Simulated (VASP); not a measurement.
Set up this calculation in VASP 6.6.1, as the native input.

- Task: relaxation of the atoms
- Functional: PBE
- Potentials or basis: VASP PAW PBE potentials, release 64 (Zr_sv, O)
- Cutoff: 520 eV
- k mesh: 8 × 8 × 6
- Occupations: fermi-dirac, width 0.02 eV
- Spin: no spin polarisation
- Dipole correction: no
- Further INCAR settings: ALGO = Normal; EDIFF = 1e-07; IBRION = 2; EDIFFG = -0.02; NSW = 80

The structure of ZrO2 lies in POSCAR:

```
ZrO2
1.0
    3.5961000000      0.0000000000      0.0000000000
    0.0000000000      3.5961000000      0.0000000000
    0.0000000000      0.0000000000      5.2805400000
Zr O
2 4
Direct
    0.0000000000      0.0000000000      0.0000000000
    0.5000000000      0.5000000000      0.5000000000
    0.0000000000      0.5000000000      0.2011907693
    0.0000000000      0.5000000000      0.7011907693
    0.5000000000      0.0000000000      0.2988092307
    0.5000000000      0.0000000000      0.7988092307
```

This cell differs from its parent crystal: z stretched by +2 %.

These files were run (other wordings do the same):

INCAR

```
ALGO     = Normal         # electronic algorithm
EDIFF    = 1E-7           # SCF threshold, eV
EDIFFG   = -0.02          # ionic threshold
ENCUT    = 520            # plane-wave cutoff, eV
GGA      = PE             # functional
GGA_COMPAT= F            
IBRION   = 2              # ionic algorithm
ISIF     = 2              # what is computed and relaxed
ISMEAR   = -1             # smearing method
LASPH    = T              # aspherical terms in the spheres
LCHARG   = F              # write CHGCAR
LREAL    = F              # projectors in reciprocal space
LWAVE    = F              # write WAVECAR
NELM     = 120            # most SCF steps
NELMIN   = 4            
NSW      = 80             # ionic steps
PREC     = Accurate       # precision mode
SIGMA    = 0.02           # smearing width, eV
```

KPOINTS

```
k-points
0
Gamma
  8 8 6
```

Potentials or basis: VASP PAW PBE potentials, release 64 (Zr_sv, O).

The run is started by

```bash
$ cat potpaw_PBE.64/Zr_sv/POTCAR potpaw_PBE.64/O/POTCAR > POTCAR
$ mpirun -np 1 vasp_std > vasp.out
```

Results of the run:

```json
{
 "Energy gained by relaxing": "1.5 meV/atom",
 "Ionic steps": "3",
 "Pressure after relaxing": "3.0 GPa",
 "Largest force after relaxing": "0.010 eV/Å",
 "Band gap on the k mesh": "4.08 eV (least direct gap 4.16 eV)"
}
```

Caveat: the cell differs from its parent crystal (z stretched by +2 %).

It took 120 s on 1 thread of Intel(R) Xeon(R) Platinum 8488C (Sapphire Rapids), with other jobs on the host, peak memory 0.23 GiB.
